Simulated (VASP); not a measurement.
# LiH (R3m) in VASP: a series of runs

The runs below take LiH through single point, with PBE, r2SCAN.

Everything below comes from runs of VASP 6.6.1. Logs are shortened: lines on timing, memory, paths and dates and some standing lists are left out, and cuts for length are marked.

## Step 1: The cell of the first run

It takes space group R3m (No. 160, trigonal). Conventional cell: a = 3.034 Å, b = 3.034 Å, c = 7.394 Å, α = 90.00°, β = 90.00°, γ = 120.00°. Within 2.5 Å of Li (site symmetry 3m) lie 4 H at 1.85 to 1.86 Å. Within 2.5 Å of H (site symmetry 3m) lie 4 Li at 1.85 to 1.86 Å.

## Step 2: Single point, PBE (strain along [111] -0.5%)

Contents of INCAR:

```
ALGO = Normal
EDIFF = 1E-6
ENCUT = 520
GGA = PE
ISIF = 2
ISMEAR = -1
LASPH = True
LCHARG = False
LREAL = False
LWAVE = False
NBANDS = 9
NELM = 60
PREC = Accurate
SIGMA = 0.02
```

Contents of KPOINTS:

```
k-points
0
Gamma
  10 10 10
```

Contents of POSCAR:

```
LiH
1.0
   -0.0071504067      2.1379716032      2.1379716032
    2.1379716032     -0.0071504067      2.1379716032
    2.1379716032      2.1379716032     -0.0071504067
Li H
1 1
Direct
   -0.0002057825     -0.0002057825     -0.0002057825
    0.2502057825      0.2502057825      0.2502057825
```

Potentials or basis: VASP PAW PBE potentials, release 64 (Li_sv, H).

Command:

```console
> cat potpaw_PBE.64/Li_sv/POTCAR potpaw_PBE.64/H/POTCAR > POTCAR
> mpirun -np 1 vasp_std > vasp.out
```

OUTCAR:

```text
EDIFF = 1E-6
   ENCUT = 520
   GGA = PE
   ISIF = 2
   ISMEAR = -1
   LASPH = True
   LREAL = False
   NELM = 60
   PREC = Accurate

 ion  position               nearest neighbor table
   1  1.000  1.000  1.000-
   2  0.250  0.250  0.250-

  LATTYP: Found a trigonal (rhomboedric) cell.
 ALAT       =     3.0235568922
 COS(alpha) =     0.4966527407

  Lattice vectors:

 A1 = (  -0.0071504067,   2.1379716032,   2.1379716032)
 A2 = (   2.1379716032,  -0.0071504067,   2.1379716032)
 A3 = (   2.1379716032,   2.1379716032,  -0.0071504067)

Analysis of symmetry for initial positions (statically):
=====================================================================
 Subroutine PRICEL returns:
 Original cell was already a primitive cell.

 Routine SETGRP: Setting up the symmetry group for a
 trigonal (rhombohedral) supercell.

 Subroutine GETGRP returns: Found  6 space group operations
 (whereof  6 operations were pure point group operations)
 out of a pool of 12 trial point group operations.

The static configuration has the point symmetry C_3v.

Analysis of symmetry for dynamics (positions and initial velocities):
=====================================================================
 Subroutine PRICEL returns:
 Original cell was already a primitive cell.

 Routine SETGRP: Setting up the symmetry group for a
 trigonal (rhombohedral) supercell.

 Subroutine GETGRP returns: Found  6 space group operations
 (whereof  6 operations were pure point group operations)
 out of a pool of 12 trial point group operations.

The dynamic configuration has the point symmetry C_3v.

 Subroutine INISYM returns: Found  6 space group operations
 (whereof  6 operations are pure point group operations),
 and found     1 'primitive' translations

----------------------------------------------------------------------------------------

                                     Primitive cell

  volume of cell :      19.6431

  direct lattice vectors                    reciprocal lattice vectors
    -0.007150407  2.137971603  2.137971603    -0.232696544  0.233477405  0.233477405
     2.137971603 -0.007150407  2.137971603     0.233477405 -0.232696544  0.233477405
     2.137971603  2.137971603 -0.007150407     0.233477405  0.233477405 -0.232696544

  length of vectors
     3.023556892  3.023556892  3.023556892     0.403944401  0.403944401  0.403944401

[... 77 lines left out ...]
   LASPH  =      T    aspherical Exc in radial PAW
   ENCUT  =  520.0 eV  38.22 Ry    6.18 a.u.   5.62  5.62  5.62*2*pi/ulx,y,z
   NELM   =     60;   NELMIN=  2; NELMDL= -5     # of ELM steps
   EDIFF  = 0.1E-05   stopping-criterion for ELM
   LREAL  =      F    real-space projection
   EDIFFG = 0.1E-04   stopping-criterion for IOM
   NSW    =      0    number of steps for IOM
   IBRION =     -1    ionic relax: 0-MD 1-quasi-New 2-CG
   NFREE  =      0    steps in history (QN), initial steepest desc. (CG)
   ISIF   =      2    stress and relaxation
   ISYM   =      2    0-nonsym 1-usesym 2-fastsym
   POTIM  = 0.5000    time-step for ionic-motion
   TEBEG  =    0.0;   TEEND  =   0.0 temperature during run
   PSTRESS=    0.0 pullay stress
   NELECT =       4.0000    total number of electrons
   NUPDOWN=      -1.0000    fix difference up-down
   EMIN   =  10.00;   EMAX   =-10.00  energy-range for DOS
   EFERMI =   0.00;   METHOD = LEGACY
   ISMEAR =    -1;   SIGMA  =   0.02  broadening in eV -4-tet -1-fermi 0-gaus
   EFERMI_NEDOS =   21; number of points for ismear=-14 and -15
   IALGO  =     38    algorithm
   IMIX   =      4    mixing-type and parameters
     AMIX     =   0.40;   BMIX     =  1.00
     AMIX_MAG =   1.60;   BMIX_MAG =  1.00
  volume/ion in A,a.u.               =       9.82        66.28
  Fermi-wavevector in a.u.,A,eV,Ry     =   0.963145  1.820081 12.621429  0.927649
  Thomas-Fermi vector in A             =   2.092665
   LORBIT       =      0    0 simple, 1 ext, 2 COOP (PROOUT), +10 PAW based schemes
   GGA     = PE    functional components
   LHFCALC =     F    Hartree Fock is set to
   AEXX    =    0.0000 exact exchange contribution
   IVDW    =     0    specifies the selected vdW correction
   LEPSILON=     F    determine dielectric tensor
   LRPA    =     F    only Hartree local field effects (RPA)
 non-spin polarized calculation
  energy-cutoff  :      520.00
  volume of cell :       19.64
 maximum number of plane-waves:       544
   NGX = 11   NGY = 11   NGZ = 11

 number of electron       3.9999993 magnetization

 Free energy of the ion-electron system (eV)
  ---------------------------------------------------
  ext. energy  EPLUGINS =         0.00000000
  ---------------------------------------------------
  free energy    TOTEN  =        -6.03055148 eV

  energy without entropy =       -6.03055148  energy(sigma->0) =       -6.03055148

 E-fermi :  -1.2646     XC(G=0):  -7.7091

 val. band max:       -1.6708798726   @ k =  -0.3000   0.5000   0.2000
 cond. band min:       2.5693448468   @ k =   0.5000   0.0000   0.0000
 fundamental gap:      4.2402247194
 Fermi energy:        -1.2645604205

 k-point     1 :       0.0000    0.0000    0.0000
  band No.  band energies     occupation
      1     -44.9843      2.00000
      2      -5.3474      2.00000
      3      11.4723      0.00000
      4      15.6415      0.00000
      5      15.6415      0.00000
      6      15.7549      0.00000
      7      18.2013      0.00000
      8      18.2013      0.00000
      9      18.3467      0.00000
[... 265 lines left out ...]
 k-point    24 :       0.4000    0.3000   -0.0000
  band No.  band energies     occupation
      1     -44.9597      2.00000
      2      -2.9508      2.00000
      3       6.0623      0.00000
      4       9.1348      0.00000
      5      10.0152      0.00000
      6      11.6575      0.00000
      7      16.7826      0.00000
      8      25.5379      0.00000
      9      26.2517      0.00000

 [... further k-points ...]
[... 5 lines left out ...]
  --------------------------------------------------------------------------------------
  -------------------------------------------------------------------------------------
  Total       -0.0084918     -0.0084918     -0.0084918      0.0124944      0.0124944      0.0124944
  in kB       -0.6926280     -0.6926280     -0.6926280      1.0191004      1.0191004      1.0191004
  external PRESSURE =      -0.6926280 kB  Pullay stress =       0.0000000 kB

 VOLUME and BASIS-vectors are now :
 -----------------------------------------------------------------------------
  energy-cutoff  :      520.00
  volume of cell :       19.64
      direct lattice vectors                 reciprocal lattice vectors
    -0.007150407  2.137971603  2.137971603    -0.232696544  0.233477405  0.233477405
     2.137971603 -0.007150407  2.137971603     0.233477405 -0.232696544  0.233477405
     2.137971603  2.137971603 -0.007150407     0.233477405  0.233477405 -0.232696544

 POSITION                                       TOTAL-FORCE (eV/Angst)
 -----------------------------------------------------------------------------------
      4.26791      4.26791      4.26791        -0.001544     -0.001544     -0.001544
      1.06808      1.06808      1.06808         0.001544      0.001544      0.001544
 -----------------------------------------------------------------------------------
    total drift:                               -0.000051     -0.000051     -0.000051

  FREE ENERGIE OF THE ION-ELECTRON SYSTEM (eV)
  ---------------------------------------------------
  free  energy   TOTEN  =        -6.0305514766 eV

  energy  without entropy=       -6.0305514766  energy(sigma->0) =       -6.03055148
```

OSZICAR:

```text
N       E                     dE             d eps       ncg     rms          rms(c)
DAV:   1    -0.945295942704E+00   -0.94530E+00   -0.13658E+03  2096   0.387E+02
DAV:   2    -0.627939368221E+01   -0.53341E+01   -0.52975E+01  2930   0.567E+01
DAV:   3    -0.637323744754E+01   -0.93844E-01   -0.93806E-01  2511   0.644E+00
DAV:   4    -0.637397198658E+01   -0.73454E-03   -0.73442E-03  2799   0.490E-01
DAV:   5    -0.637397729907E+01   -0.53125E-05   -0.53124E-05  2552   0.332E-02    0.331E+00
DAV:   6    -0.610161222597E+01    0.27237E+00   -0.26084E-01  2213   0.143E+00    0.162E+00
DAV:   7    -0.602519032034E+01    0.76422E-01   -0.29408E-01  2323   0.172E+00    0.290E-01
DAV:   8    -0.603057809246E+01   -0.53878E-02   -0.11640E-02  2409   0.544E-01    0.525E-02
DAV:   9    -0.603054900723E+01    0.29085E-04   -0.23944E-04  2700   0.705E-02    0.900E-03
DAV:  10    -0.603055178193E+01   -0.27747E-05   -0.11382E-05  2492   0.230E-02    0.508E-03
DAV:  11    -0.603055147663E+01    0.30530E-06   -0.16331E-06  2807   0.380E-03
   1 F= -.60305515E+01 E0= -.60305515E+01  d E =-.160347E-10
```

It took 5 s on 1 thread of Intel Xeon 6975P-C (Granite Rapids), shared host; peak memory 0.14 GiB.

Results:

```yaml
Free_energy: -6.0306 eV
Band_gap_on_the_k_mesh: 4.24 eV, indirect (least direct gap 5.28 eV)
```

Forces in eV/Å, atoms in the order of the input:
```
Li  -0.002 -0.002 -0.002
H    0.002  0.002  0.002
```

Caveat: the cell differs from its parent crystal (strain along [111] -0.5%); the cutoff is under 1.25 times the usual one of these potentials, so pressure, stress and relaxed cells hold a basis-set (Pulay) error.

## Step 3: Single point, PBE (epitaxial 111 strain +3.2%)

Contents of INCAR:

```
ALGO = Normal ; EDIFF = 1E-6
ENCUT = 520 ; GGA = PE
ISIF = 2 ; ISMEAR = -1
LASPH = T ; LCHARG = T
LELF = T ; LREAL = F
LVHAR = T ; LWAVE = F
NBANDS = 9 ; NELM = 100
PREC = Accurate ; SIGMA = 0.02
```

KPOINTS is that of step 2.

Contents of POSCAR:

```
LiH
1.0
   -0.0551528109      2.1579695667      2.1579695667
    2.1579695667     -0.0551528109      2.1579695667
    2.1579695667      2.1579695667     -0.0551528109
Li H
1 1
Direct
   -0.0019505792     -0.0019505792     -0.0019505792
    0.2519505792      0.2519505792      0.2519505792
```

Potentials or basis: VASP PAW PBE potentials, release 64 (Li_sv, H).

Command:

```console
> cat potpaw_PBE.64/Li_sv/POTCAR potpaw_PBE.64/H/POTCAR > POTCAR
> mpirun -np 1 vasp_std > vasp.out
```

It took 5.4 s on 1 thread of Intel Xeon 6975P-C (Granite Rapids), shared host; peak memory 0.14 GiB.

Results (log left out):

```yaml
Free_energy: -6.0223 eV
Band_gap_on_the_k_mesh: 4.11 eV, indirect (least direct gap 5.06 eV)
```

Levels at points of the mesh, in eV from the valence-band top:
| k point | band 1 | band 2 | band 3 | band 4 | band 5 | band 6 | band 7 |
| --- | --- | --- | --- | --- | --- | --- | --- |
| (0.00, 0.00, 0.00) | -43.46 | -3.54 | 12.54 | 16.47 | 16.47 | 17.34 | 18.92 |
| (0.50, 0.00, 0.00) | -43.44 | -1.05 | 4.11 | 14.59 | 14.87 | 15.61 | 18.36 |
| (0.50, 0.50, 0.00) | -43.43 | -0.29 | 7.03 | 9.70 | 10.13 | 10.83 | 17.69 |
| (0.50, 0.50, 0.50) | -43.44 | -0.76 | 4.29 | 14.20 | 14.20 | 15.27 | 18.00 |

Caveat: the cell differs from its parent crystal (epitaxial 111 strain +3.2%); the cutoff is under 1.25 times the usual one of these potentials, so pressure, stress and relaxed cells hold a basis-set (Pulay) error. A k mesh can miss the band edges.

(Part 1 of 2 ends here.)
